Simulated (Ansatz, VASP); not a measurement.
Given: the input of a run of Ansatz 0.2.0 on BN.

input.yaml

```yaml
crystal:
  lattice:
    - [0.0, 3.5413121025, 2.1945957093]
    - [1.2681028322, 0.0, 2.1945957093]
    - [1.2681028322, 3.5413121025, 0.0]
  atoms:
    - { symbol: "N", position: [0.66665134, 0.66665134, 0.33334866] }
    - { symbol: B, position: [4.865e-05, 4.865e-05, 0.99995135] }
hamiltonian:
  xc: r2scan
  pseudopotentials: { kind: paw }
kpoints:
  mp_grid: { grid: [13, 13, 13] }
scf:
  occupations: { method: fermi_dirac, width: 0.05 }
output:
  forces: true
  stress: true
  eigenvalues: true
```

Potentials or basis: Ansatz PAW.

The run is started by

```sh
$ ansatz run input.yaml --threads 2 --pin off --max-ram 5632MiB --backend cpu --events-out ev --progress --plain --runs-dir out
```

Q: Set up the same calculation for VASP 6.6.1. Potentials there: VASP PAW PBE potentials, release 64 (N, B).

A: As run (the cutoff follows the program's own potentials):

POSCAR

```
BN
1.0
    0.0000000000      3.5413121025      2.1945957093
    1.2681028322      0.0000000000      2.1945957093
    1.2681028322      3.5413121025      0.0000000000
N B
1 1
Direct
    0.6666513400      0.6666513400      0.3333486600
    0.0000486500      0.0000486500      0.9999513500
```

File INCAR.step1:

```
SYSTEM = BN
PREC = Accurate
ENCUT = 520
ISMEAR = -1
SIGMA = 0.05
LREAL = .False.
LASPH = .True.
NELM = 60
NBANDS = 11
GGA = PE
ALGO = Normal
EDIFF = 1E-4
LWAVE = .True.
LCHARG = .False.
```

Contents of INCAR.step2:

```
SYSTEM = BN
PREC = Accurate
ENCUT = 520
EDIFF = 1E-6
ISMEAR = -1
SIGMA = 0.05
LREAL = .False.
LASPH = .True.
NELM = 60
ALGO = Normal
ISIF = 2
LWAVE = .False.
LCHARG = .False.
METAGGA = R2SCAN
LMIXTAU = .True.
NBANDS = 11
ISTART = 1
```

File KPOINTS:

```
regular mesh
0
Gamma
  13 13 13
  0 0 0
```

Potentials or basis: VASP PAW PBE potentials, release 64 (N, B).

The run is started by

```console
$ cat potpaw_PBE.64/N/POTCAR potpaw_PBE.64/B/POTCAR > POTCAR
$ cp INCAR.step1 INCAR
$ mpirun -np 1 vasp_std > vasp.out
$ cp INCAR.step2 INCAR
$ mpirun -np 1 vasp_std > vasp.out
```

Both were run:

|  | VASP | Ansatz | Ansatz less VASP |
| --- | --- | --- | --- |
| gap on the k mesh at the Fermi level (eV) | 4.38 | 4.35 | -0.028 |
| least direct gap on the mesh (eV) | 5.24 | 5.19 | -0.055 |
| pressure (GPa) | -8.8 | -9.1 | -0.35 |
| traceless stress, the component that is largest in VASP (GPa) | 8.23 | 8.82 | +0.591 |
| rms of the force components (eV/Å) | 0.004 | 0.004 | -0.0002 |

VASP's potentials were made for PBE, not for r2SCAN. Atom by atom the forces differ by 0.000 eV/Å (rms over components).

Noted on Ansatz's run: odd divisions of the mesh miss points on the zone boundary, where band edges often lie, so the gap on the mesh can be too wide.
